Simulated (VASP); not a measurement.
Here is a VASP 6.6.1 calculation.

Contents of INCAR:

```
SYSTEM = TiN
PREC = Accurate
ENCUT = 520
EDIFF = 1E-8
ISMEAR = -1
SIGMA = 0.05
LREAL = .False.
LASPH = .True.
NELM = 80
ALGO = Normal
ISIF = 2
LWAVE = .False.
LCHARG = .False.
GGA = CA
LEFG = .True.
NBANDS = 16
```

Contents of KPOINTS:

```
Automatic mesh
0
Gamma
  13 13 13
  0 0 0
```

Contents of POSCAR:

```
TiN
1.0
    0.0000000000      2.1220000000      2.1220000000
    2.1220000000      0.0000000000      2.1220000000
    2.1220000000      2.1220000000      0.0000000000
Ti N
1 1
Direct
    0.0000000000      0.0000000000      0.0000000000
    0.5000000000      0.5000000000      0.5000000000
```

Potentials or basis: VASP PAW LDA potentials, release 64 (Ti_sv, N).

The run is started by

```sh
$ cat potpaw_LDA.64/Ti_sv/POTCAR potpaw_LDA.64/N/POTCAR > POTCAR
$ mpirun -np 1 vasp_std > vasp.out
```

Q: Predict the pressure.

A: -13.9 GPa.

Q: What does it give for the band gap on the k mesh?

A: Zero (an odd number of electrons rules out a gap without spin polarisation).

Caveat: the cell stands under tension.
